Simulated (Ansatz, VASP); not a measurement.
Two plane-wave programs on ZnS

File INCAR:

```
  PREC = Accurate
  ENCUT = 520
  EDIFF = 1E-7
  ISMEAR = 0
  SIGMA = 0.05
  LREAL = False
  LASPH = True
  NELM = 60
  ALGO = Normal
  ISIF = 2
  LWAVE = False
  LCHARG = True
  GGA = PE
  LELF = True
  LVHAR = True
  NBANDS = 26
```

File KPOINTS:

```
Automatic mesh
0
Gamma
  12 12 4
```

Contents of POSCAR:

```
ZnS
1.0
    3.8454929889      0.0000000000      0.0000000000
   -1.9227464944      3.3302946184      0.0000000000
    0.0000000000      0.0000000000      6.3053333047
Zn S
2 2
Direct
    0.3333333333      0.6666666667      0.0052197899
    0.6666666667      0.3333333333      0.5052197899
    0.4503534401      0.7836867734      0.3797802101
    0.6666666667      0.3333333333      0.8797802101
```

Input for Ansatz:

```yaml
crystal:
  lattice:
    - [3.8454929889, 0.0, 0.0]
    - [-1.9227464944, 3.3302946184, 0.0]
    - [0.0, 0.0, 6.3053333047]
  atoms:
    - { symbol: Zn, position: [0.3333333333, 0.6666666667, 0.0052197899] }
    - { symbol: Zn, position: [0.6666666667, 0.3333333333, 0.5052197899] }
    - { symbol: S, position: [0.4503534401, 0.7836867734, 0.3797802101] }
    - { symbol: S, position: [0.6666666667, 0.3333333333, 0.8797802101] }
basis:
  ecutwfc: 420
kpoints:
  mp_grid: { grid: [12, 12, 4] }
hamiltonian:
  xc: pbe
scf:
  occupations: { method: gaussian, width: 0.05 }
output:
  forces: true
  stress: true
  eigenvalues: true
```

Alike in both runs: task single point; functional PBE; k mesh 12 × 12 × 4; occupations gaussian, width 0.05 eV; no spin polarisation.

|  | VASP | Ansatz |
| --- | --- | --- |
| version | VASP 6.6.1 | Ansatz 0.2.0 |
| potentials or method | VASP PAW PBE potentials, release 64 (Zn, S), cutoff 520 eV | scalar-relativistic, plane waves, PAW |
| valence electrons in the cell | 36 | 36 |

|  | VASP | Ansatz | Ansatz less VASP |
| --- | --- | --- | --- |
| gap on the k mesh at the Fermi level (eV) | 1.98 | 1.98 | -0.005 |
| least direct gap on the mesh (eV) | 1.98 | 1.98 | -0.005 |
| pressure (GPa) | 3.7 | 3.6 | -0.15 |
| traceless stress, the component that is largest in VASP (GPa) | 7.36 | 7.32 | -0.046 |
| rms of the force components (eV/Å) | 1.683 | 1.676 | -0.0073 |

Atom by atom the forces differ by 0.008 eV/Å (rms over components).
